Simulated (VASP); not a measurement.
# Al (Fm-3m) in VASP: a series of runs

Al is run at these levels: LDA; tasks: single point.

All numbers are computed with VASP 6.6.1; they aren't measurements. Logs are shortened: lines on timing, memory, paths and dates and some standing lists are left out, and cuts for length are marked.

**1. The cell of the first run**

The structure is cubic, space group Fm-3m (No. 225). Conventional cell: a = 4.022 Å, b = 4.022 Å, c = 4.022 Å, α = 90.00°, β = 90.00°, γ = 90.00°. Al (site symmetry m-3m) has 12 Al at 2.84 Å within 3.7 Å.

**2. Single point, LDA**

INCAR

```
  PREC = Accurate
  ENCUT = 520
  EDIFF = 1E-7
  ISMEAR = -1
  SIGMA = 0.05
  LREAL = F
  LASPH = T
  NELM = 60
  ALGO = Fast
  ISIF = 2
  LWAVE = F
  LCHARG = T
  LELF = T
  LVHAR = T
  NBANDS = 8
```

KPOINTS

```
Automatic mesh
0
Gamma
  11 11 11
```

POSCAR

```
Al
1.0
    0.0000000000      2.0112152952      2.0112152952
    2.0112152952      0.0000000000      2.0112152952
    2.0112152952      2.0112152952      0.0000000000
Al
1
Direct
    0.0000000000      0.0000000000      0.0000000000
```

Potentials or basis: VASP PAW LDA potentials, release 64 (Al).

On the command line:

```sh
$ cat potpaw_LDA.64/Al/POTCAR > POTCAR
$ mpirun -np 1 vasp_std > vasp.out
```

OUTCAR:

```text
PREC = Accurate
   ENCUT = 520
   EDIFF = 1E-7
   ISMEAR = -1
   LREAL = F
   LASPH = T
   NELM = 60
   ISIF = 2

 ion  position               nearest neighbor table
   1  0.000  0.000  0.000-

  LATTYP: Found a face centered cubic cell.
 ALAT       =     4.0224305904

  Lattice vectors:

 A1 = (   0.0000000000,   2.0112152952,   2.0112152952)
 A2 = (   2.0112152952,   0.0000000000,   2.0112152952)
 A3 = (   2.0112152952,   2.0112152952,   0.0000000000)

Analysis of symmetry for initial positions (statically):
=====================================================================
 Subroutine PRICEL returns:
 Original cell was already a primitive cell.

 Routine SETGRP: Setting up the symmetry group for a
 face centered cubic supercell.

 Subroutine GETGRP returns: Found 48 space group operations
[... 9 lines left out ...]

 Routine SETGRP: Setting up the symmetry group for a
 face centered cubic supercell.

 Subroutine GETGRP returns: Found 48 space group operations
 (whereof 48 operations were pure point group operations)
 out of a pool of 48 trial point group operations.

The dynamic configuration has the point symmetry O_h .

 Subroutine INISYM returns: Found 48 space group operations
 (whereof 48 operations are pure point group operations),
 and found     1 'primitive' translations

----------------------------------------------------------------------------------------

                                     Primitive cell

  volume of cell :      16.2707

  direct lattice vectors                    reciprocal lattice vectors
     0.000000000  2.011215295  2.011215295    -0.248605906  0.248605906  0.248605906
     2.011215295  0.000000000  2.011215295     0.248605906 -0.248605906  0.248605906
     2.011215295  2.011215295  0.000000000     0.248605906  0.248605906 -0.248605906

  length of vectors
     2.844287947  2.844287947  2.844287947     0.430598060  0.430598060  0.430598060

  position of ions in fractional coordinates (direct lattice)
     0.000000000  0.000000000  0.000000000

  ion indices of the primitive-cell ions
   primitive index   ion index
                 1           1

----------------------------------------------------------------------------------------

 KPOINTS: Automatic mesh

Automatic generation of k-mesh.
 Grid dimensions read from file:
 generate k-points for:   11   11   11

 Generating k-lattice:

  Cartesian coordinates                     Fractional coordinates (reciprocal lattice)
    -0.022600537  0.022600537  0.022600537     0.090909091  0.000000000  0.000000000
     0.022600537 -0.022600537  0.022600537     0.000000000  0.090909091  0.000000000
     0.022600537  0.022600537 -0.022600537     0.000000000  0.000000000  0.090909091

  Length of vectors
     0.039145278  0.039145278  0.039145278

  Shift w.r.t. Gamma in fractional coordinates (k-lattice)
     0.000000000  0.000000000  0.000000000

 Subroutine IBZKPT returns following result:
 ===========================================

 Found     56 irreducible k-points:

 Following reciprocal coordinates:
            Coordinates               Weight
  0.000000  0.000000  0.000000      1.000000
  0.090909  0.000000  0.000000      8.000000
  0.181818  0.000000  0.000000      8.000000
  0.272727  0.000000  0.000000      8.000000
  0.363636  0.000000  0.000000      8.000000
  0.454545  0.000000  0.000000      8.000000
[... 16 lines left out ...]
 -0.272727  0.181818  0.000000     24.000000
 -0.181818  0.181818  0.000000     12.000000
 [... further k-points ...]
   k-points           NKPTS =     56   k-points in BZ     NKDIM =     56   number of bands    NBANDS=      8
   number of dos      NEDOS =    301   number of ions     NIONS =      1
   total plane-waves  NPLWV =  13824
   dimension x,y,z NGX =    24 NGY =   24 NGZ =   24
   dimension x,y,z NGXF=    48 NGYF=   48 NGZF=   48
   ions per type =               1
   NGX,Y,Z   is equivalent  to a cutoff of  14.03, 14.03, 14.03 a.u.
   NGXF,Y,Z  is equivalent  to a cutoff of  28.06, 28.06, 28.06 a.u.
 SYSTEM =  unknown system
   PREC   = accura    normal or accurate (medium, high low for compatibility)
   ISTART =      0    job   : 0-new  1-cont  2-samecut
   ICHARG =      2    charge: 1-file 2-atom 10-const
   ISPIN  =      1    spin polarized calculation?
   LNONCOLLINEAR =      F non collinear calculations
   LSORBIT =      F    spin-orbit coupling
   LASPH  =      T    aspherical Exc in radial PAW
   ENCUT  =  520.0 eV  38.22 Ry    6.18 a.u.   5.29  5.29  5.29*2*pi/ulx,y,z
   NELM   =     60;   NELMIN=  2; NELMDL= -5     # of ELM steps
   EDIFF  = 0.1E-06   stopping-criterion for ELM
   LREAL  =      F    real-space projection
   EDIFFG = 0.1E-05   stopping-criterion for IOM
   NSW    =      0    number of steps for IOM
   IBRION =     -1    ionic relax: 0-MD 1-quasi-New 2-CG
   NFREE  =      0    steps in history (QN), initial steepest desc. (CG)
   ISIF   =      2    stress and relaxation
   ISYM   =      2    0-nonsym 1-usesym 2-fastsym
   POTIM  = 0.5000    time-step for ionic-motion
   TEBEG  =    0.0;   TEEND  =   0.0 temperature during run
   PSTRESS=    0.0 pullay stress
   NELECT =       3.0000    total number of electrons
   NUPDOWN=      -1.0000    fix difference up-down
   EMIN   =  10.00;   EMAX   =-10.00  energy-range for DOS
   EFERMI =   0.00;   METHOD = LEGACY
   ISMEAR =    -1;   SIGMA  =   0.05  broadening in eV -4-tet -1-fermi 0-gaus
   EFERMI_NEDOS =   21; number of points for ismear=-14 and -15
   IALGO  =     68    algorithm
   IMIX   =      4    mixing-type and parameters
     AMIX     =   0.40;   BMIX     =  1.00
     AMIX_MAG =   1.60;   BMIX_MAG =  1.00
  volume/ion in A,a.u.               =      16.27       109.80
  Fermi-wavevector in a.u.,A,eV,Ry     =   0.931780  1.760809 11.812767  0.868214
  Thomas-Fermi vector in A             =   2.058309
   LORBIT       =      0    0 simple, 1 ext, 2 COOP (PROOUT), +10 PAW based schemes
   GGA     = CA    functional components
   LHFCALC =     F    Hartree Fock is set to
   AEXX    =    0.0000 exact exchange contribution
   IVDW    =     0    specifies the selected vdW correction
   LEPSILON=     F    determine dielectric tensor
   LRPA    =     F    only Hartree local field effects (RPA)
 non-spin polarized calculation
 RMM-DIIS sequential band-by-band and
  energy-cutoff  :      520.00
  volume of cell :       16.27
 maximum number of plane-waves:       448
 NGX is ok and might be reduce to    24
   NGX = 11   NGY = 11   NGZ = 11

 number of electron       3.0000000 magnetization

 Free energy of the ion-electron system (eV)
  ---------------------------------------------------
  ext. energy  EPLUGINS =         0.00000000
  ---------------------------------------------------
  free energy    TOTEN  =        -4.19840037 eV

  energy without entropy =       -4.19440143  energy(sigma->0) =       -4.19640090

 E-fermi :   7.9488     XC(G=0): -10.3956

 val. band max:        7.9428437822   @ k =  -0.4545   0.3636   0.0000
 cond. band min:       7.9688492789   @ k =   0.4545   0.1818   0.0909
 fundamental gap:      0.0260054966
 Fermi energy:         7.9487978836

 k-point     1 :       0.0000    0.0000    0.0000
  band No.  band energies     occupation
      1      -3.2597      2.00000
      2      20.5839      0.00000
      3      20.5839      0.00000
      4      20.5839      0.00000
      5      22.0111      0.00000
      6      22.0111      0.00000
      7      22.0111      0.00000
      8      24.6513      0.00000

 k-point     2 :       0.0909    0.0000    0.0000
  band No.  band energies     occupation
      1      -3.0336      2.00000
      2      17.6597      0.00000
      3      19.9292      0.00000
      4      19.9292      0.00000
      5      22.7546      0.00000
      6      23.0003      0.00000
      7      23.0003      0.00000
      8      26.2485      0.00000

 k-point     3 :       0.1818    0.0000    0.0000
  band No.  band energies     occupation
      1      -2.3575      2.00000
      2      13.9995      0.00000
      3      19.1924      0.00000
      4      19.1924      0.00000
      5      22.5585      0.00000
      6      23.8149      0.00000
      7      23.8149      0.00000
      8      25.3914      0.00000

 k-point     4 :       0.2727    0.0000    0.0000
  band No.  band energies     occupation
      1      -1.2380      2.00000
      2      10.5543      0.00000
      3      18.7822      0.00000
      4      18.7822      0.00000
      5      22.2929      0.00000
      6      22.2929      0.00000
      7      22.3615      0.00000
      8      26.4411      0.00000

 k-point     5 :       0.3636    0.0000    0.0000
  band No.  band energies     occupation
      1       0.3146      2.00000
      2       7.4302      1.99994
      3      18.7380      0.00000
      4      18.7380      0.00000
      5      20.8648      0.00000
      6      20.8648      0.00000
      7      22.4426      0.00000
      8      24.9374      0.00000
[... 177 lines left out ...]
 k-point    22 :      -0.3636    0.1818    0.0000
  band No.  band energies     occupation
      1       2.3568      2.00000
      2       6.2814      2.00000
      3      12.6338      0.00000
      4      17.0045      0.00000
      5      18.9463      0.00000
      6      23.4090      0.00000
      7      26.0820      0.00000
      8      28.9760      0.00000

 k-point    23 :      -0.2727    0.1818    0.0000
  band No.  band energies     occupation
      1       0.5347      2.00000
      2       9.0877      0.00000
      3      12.4953      0.00000
      4      18.2214      0.00000
      5      20.2526      0.00000
      6      23.1876      0.00000
      7      25.6336      0.00000
      8      26.1141      0.00000

 k-point    24 :      -0.1818    0.1818    0.0000
  band No.  band energies     occupation
      1      -0.8668      2.00000
      2      11.7794      0.00000
      3      13.2250      0.00000
      4      19.8012      0.00000
      5      21.8798      0.00000
      6      22.9138      0.00000
      7      23.9977      0.00000
      8      24.9961      0.00000

 [... further k-points ...]
[... 5 lines left out ...]
  --------------------------------------------------------------------------------------
  -------------------------------------------------------------------------------------
  Total       -0.2181546     -0.2181546     -0.2181546     -0.0000000     -0.0000000      0.0000000
  in kB      -21.4817314    -21.4817314    -21.4817314     -0.0000000     -0.0000000      0.0000000
  external PRESSURE =     -21.4817314 kB  Pullay stress =       0.0000000 kB

 VOLUME and BASIS-vectors are now :
 -----------------------------------------------------------------------------
  energy-cutoff  :      520.00
  volume of cell :       16.27
      direct lattice vectors                 reciprocal lattice vectors
     0.000000000  2.011215295  2.011215295    -0.248605906  0.248605906  0.248605906
     2.011215295  0.000000000  2.011215295     0.248605906 -0.248605906  0.248605906
     2.011215295  2.011215295  0.000000000     0.248605906  0.248605906 -0.248605906

 POSITION                                       TOTAL-FORCE (eV/Angst)
 -----------------------------------------------------------------------------------
      0.00000      0.00000      0.00000         0.000000      0.000000      0.000000
 -----------------------------------------------------------------------------------
    total drift:                               -0.000000      0.000000      0.000000

  FREE ENERGIE OF THE ION-ELECTRON SYSTEM (eV)
  ---------------------------------------------------
  free  energy   TOTEN  =        -4.1984003748 eV

  energy  without entropy=       -4.1944014252  energy(sigma->0) =       -4.19640090
```

It took 3.8 s on 1 thread of Intel Xeon 6975P-C, shared host; peak memory 0.12 GiB.

Results:

* Free energy: -4.1984 eV
* Pressure: -2.1 GPa

**3. Single point, LDA**

This run uses another cell than the first one, of 16.60 Å³/atom, 1.020 times its volume.

INCAR

```
PREC = Accurate ; ENCUT = 520
EDIFF = 1E-7 ; ISMEAR = -1
SIGMA = 0.05 ; LREAL = F
LASPH = T ; NELM = 60
ALGO = Fast ; ISIF = 2
LWAVE = F ; LCHARG = F
NBANDS = 8
```

KPOINTS is that of step 2.

POSCAR

```
Al
1.0
    0.0000000000      2.0248050000      2.0248050000
    2.0248050000      0.0000000000      2.0248050000
    2.0248050000      2.0248050000      0.0000000000
Al
1
Direct
    0.0000000000      0.0000000000      0.0000000000
```

Potentials or basis: VASP PAW LDA potentials, release 64 (Al).

On the command line:

```sh
$ cat potpaw_LDA.64/Al/POTCAR > POTCAR
$ mpirun -np 1 vasp_std > vasp.out
```

Wall time 3.5 s (1 thread of Intel Xeon 6975P-C, shared host); peak memory 0.12 GiB.

It converged, with:

```yaml
Free_energy: -4.1924 eV
Pressure: -3.6 GPa
```

Levels at points of the mesh, in eV from the Fermi level:
```tsv
k point	band 1	band 2	band 3	band 4	band 5	band 6
(0.00, 0.00, 0.00)	-11.07	12.52	12.52	12.52	13.79	13.79
```
